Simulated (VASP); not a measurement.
# Mg2CdS3 (P-3m1) in VASP: notebook, part 2 of 2

VASP 6.6.1. The steps go on from the part before.

## 4. Relaxation of cell and atoms, PBE

This run uses another cell than the first one, of 21.47 Å³/atom.

INCAR reads:

```
SYSTEM = Mg2CdS3
PREC = Accurate ; ENCUT = 600
EDIFF = 1E-6 ; ISMEAR = 0
SIGMA = 0.1 ; LREAL = .False.
LASPH = .True. ; NELM = 100
ALGO = Normal ; ISIF = 3
LWAVE = .False. ; LCHARG = .False.
GGA = PE ; IBRION = 2
NSW = 90 ; EDIFFG = -0.04
```

KPOINTS reads:

```
regular mesh
0
Gamma
  6 6 2
  0 0 0
```

POSCAR reads:

```
Mg2CdS3
1.0
    3.9305976400      0.0000000000      0.0000000000
   -1.9652988200      3.4039974100      0.0000000000
    0.0000000000      0.0000000000      9.6279585900
Mg Cd S
2 1 3
Direct
    0.3333333300      0.6666666700      0.6666666700
    0.6666666700      0.3333333300      0.3333333300
    0.0000000000      0.0000000000      0.0000000000
    0.0000000000      0.0000000000      0.5000000000
    0.3333333300      0.6666666700      0.1666666700
    0.6666666700      0.3333333300      0.8333333300
```

Potentials or basis: VASP PAW PBE potentials, release 64 (Mg, Cd, S).

The run is started by

```sh
$ cat potpaw_PBE.64/Mg/POTCAR potpaw_PBE.64/Cd/POTCAR potpaw_PBE.64/S/POTCAR > POTCAR
$ mpirun -np 1 vasp_std > vasp.out
```

OUTCAR:

```text
SYSTEM = Mg2CdS3
   PREC = Accurate
   ENCUT = 600
   EDIFF = 1E-6
   ISMEAR = 0
   LREAL = .False.
   LASPH = .True.
   NELM = 100
   ISIF = 3
   GGA = PE
   IBRION = 2
   NSW = 90
   EDIFFG = -0.04

 ion  position               nearest neighbor table
   1  0.333  0.667  0.667-   6 2.78   6 2.78   4 2.78   6 2.78   4 2.78   4 2.78
   2  0.667  0.333  0.333-   5 2.78   5 2.78   4 2.78   5 2.78   4 2.78   4 2.78
   3  0.000  0.000  0.000-   5 2.78   6 2.78   6 2.78   5 2.78   6 2.78   5 2.78
   4  0.000  0.000  0.500-   1 2.78   2 2.78   2 2.78   1 2.78   2 2.78   1 2.78
   5  0.333  0.667  0.167-   2 2.78   2 2.78   3 2.78   2 2.78   3 2.78   3 2.78
   6  0.667  0.333  0.833-   1 2.78   1 2.78   3 2.78   1 2.78   3 2.78   3 2.78

  LATTYP: Found a hexagonal cell.
 ALAT       =     3.9305976400
[... 188 lines left out ...]
  -------------------------------------------------------------------------------------
  Total       -5.5335493     -5.5335493     -5.6545150      0.0000000      0.0000000      0.0000000
  in kB      -68.8228003    -68.8228004    -70.3272955      0.0000000      0.0000000      0.0000000
  external PRESSURE =     -69.3242987 kB  Pullay stress =       0.0000000 kB
[... 267 lines left out ...]
--------------------------------------- Ionic step        8  -------------------------------------------

 number of electron      33.9999999 magnetization

 Free energy of the ion-electron system (eV)
  ---------------------------------------------------
  ext. energy  EPLUGINS =         0.00000000
  ---------------------------------------------------
  free energy    TOTEN  =       -22.78069225 eV

  energy without entropy =      -22.78069225  energy(sigma->0) =      -22.78069225

 E-fermi :   3.7512     XC(G=0):  -9.8872

 val. band max:        3.3185687666   @ k =   0.0000   0.0000   0.5000
 cond. band min:       4.9975409917   @ k =   0.5000  -0.0000   0.0000
 fundamental gap:      1.6789722251
 Fermi energy:         3.7512382547

 k-point     1 :       0.0000    0.0000    0.0000
  band No.  band energies     occupation
      1      -9.3198      2.00000
      2      -8.5284      2.00000
      3      -8.4203      2.00000
      4      -4.2660      2.00000
      5      -4.2660      2.00000
      6      -4.2274      2.00000
[... 358 lines left out ...]
  FREE ENERGIE OF THE ION-ELECTRON SYSTEM (eV)
  ---------------------------------------------------
  free  energy   TOTEN  =       -22.7806922541 eV

  energy  without entropy=      -22.7806922541  energy(sigma->0) =      -22.78069225

 reached required accuracy - stopping structural energy minimisation
```

OSZICAR:

```text
N       E                     dE             d eps       ncg     rms          rms(c)
DAV:   1     0.208390507935E+03    0.20839E+03   -0.16449E+04   588   0.157E+03
DAV:   2    -0.669667100889E+01   -0.21509E+03   -0.20674E+03   737   0.298E+02
DAV:   3    -0.237624218335E+02   -0.17066E+02   -0.16996E+02   703   0.818E+01
[... 73 lines left out ...]
DAV:   3    -0.227807849909E+02    0.91156E-03   -0.30732E-03   691   0.435E-01    0.198E-01
DAV:   4    -0.227807196043E+02    0.65387E-04   -0.12299E-04   668   0.105E-01    0.690E-02
DAV:   5    -0.227806885128E+02    0.31091E-04   -0.12889E-04   727   0.112E-01    0.285E-02
DAV:   6    -0.227806927579E+02   -0.42451E-05   -0.12904E-05   698   0.328E-02    0.754E-03
DAV:   7    -0.227806922541E+02    0.50376E-06   -0.45701E-07   364   0.570E-03
   8 F= -.22780692E+02 E0= -.22780692E+02  d E =-.526314E-03
```

CONTCAR:

```text
Mg2CdS3
   1.00000000000000
     3.7607872407928173   -0.0000000000000000    0.0000000000000000
    -1.8803936203964087    3.2569372902376093   -0.0000000000000000
     0.0000000000000000   -0.0000000000000001    9.2255323154267419
  Mg              Cd              S
     2     1     3
Direct
     0.3333333300000021    0.6666666699999979    0.6615940829727789
     0.6666666699999979    0.3333333300000021    0.3384059170272209
     0.0000000000000000    1.0000000000000000    0.0000000000000000
     0.0000000000000000    0.0000000000000000    0.5000000000000000
     0.3333333300000021    0.6666666699999979    0.1784678363238265
     0.6666666699999979    0.3333333300000021    0.8215321636761735

  0.00000000E+00  0.00000000E+00  0.00000000E+00
  0.00000000E+00  0.00000000E+00  0.00000000E+00
  0.00000000E+00  0.00000000E+00  0.00000000E+00
  0.00000000E+00  0.00000000E+00  0.00000000E+00
  0.00000000E+00  0.00000000E+00  0.00000000E+00
  0.00000000E+00  0.00000000E+00  0.00000000E+00
```

Run time: 2 min. Hardware: 1 thread of Intel Xeon 6975P-C (Granite Rapids), shared host; peak memory 0.3 GiB.

What came out:

| Item | Value |
| --- | --- |
| Free energy | -22.7807 eV |
| Relaxed volume | 18.83 Å³/atom |
| Relaxed cell | a = 3.761 Å, b = 3.761 Å, c = 9.226 Å, α = 90.00°, β = 90.00°, γ = 120.00° |
| Space group after relaxing (to 0.1 Å) | P-3m1 (No. 164) |
| Energy gained by relaxing | 74.6 meV/atom |
| Ionic steps | 8 |
| Pressure after relaxing | 0.2 GPa |
| Largest force after relaxing | 0.024 eV/Å |
| Band gap on the k mesh | 1.68 eV (least direct gap 2.29 eV) |

Forces in eV/Å, atoms in the order of the input:
```
Mg   0.000  0.000  0.022
Mg   0.000  0.000 -0.022
Cd   0.000  0.000  0.000
S    0.000  0.000  0.000
S    0.000  0.000  0.024
S    0.000  0.000 -0.024
```

Step by step:
| step | energy change (eV) | largest force (eV/Å) | pressure (GPa) | volume (Å³) |
| --- | --- | --- | --- | --- |
| 1 | 0.0000 | 0.5317 | -6.93 | 128.82 |
| 2 | -0.3851 | 0.6404 | 1.07 | 112.26 |
| 3 | -0.3876 | 0.6329 | 0.36 | 113.32 |
| 4 | -0.4207 | 0.3713 | 0.28 | 113.17 |
| 5 | -0.4411 | 0.2380 | 0.23 | 112.94 |
| 6 | -0.4465 | 0.0944 | -0.16 | 113.50 |
| 7 | -0.4471 | 0.0336 | -0.32 | 113.74 |
| 8 | -0.4476 | 0.0238 | 0.15 | 113.00 |

Final structure:
```xyz
6
Lattice="3.7608 0.0000 0.0000 -1.8804 3.2569 0.0000 0.0000 0.0000 9.2255" Properties=species:S:1:pos:R:3 pbc="T T T"
Mg    0.0000    2.1713    6.1036
Mg    1.8804    1.0856    3.1220
Cd   -1.8804    3.2569    0.0000
S     0.0000    0.0000    4.6128
S     0.0000    2.1713    1.6465
S     1.8804    1.0856    7.5791
```

A k mesh can miss the band edges.

## 5. Overview

| task | cell | cutoff (eV) | gap on the mesh (eV) | pressure (GPa) | largest force (eV/Å) |
| --- | --- | --- | --- | --- | --- |
| single point | a = 3.769, b = 3.769, c = 9.227 Å, angles 90.0, 90.0, 120.0°, 6 atoms, atomic positions A | 520 | 1.68 | -0.2 | 0.02 |
| single point | a = 3.931, b = 3.931, c = 9.628 Å, angles 90.0, 90.0, 120.0°, 6 atoms, atomic positions B | 520 | 1.54 | -6.9 | 0.53 |
| relaxation of cell and atoms | relaxed from a = 3.931, b = 3.931, c = 9.628 Å, angles 90.0, 90.0, 120.0°, 6 atoms, atomic positions B | 600 | 1.68 | 0.2 | 0.02 |

Alike in all rows: level PBE; potentials or basis VASP PAW PBE potentials, release 64 (Mg, Cd, S); no spin polarisation; k mesh 6 × 6 × 2; smearing gaussian 0.1 eV.

Caveats: the cell stands under tension (at least some runs).

Absolute energies hang on the potentials; compare differences alone.
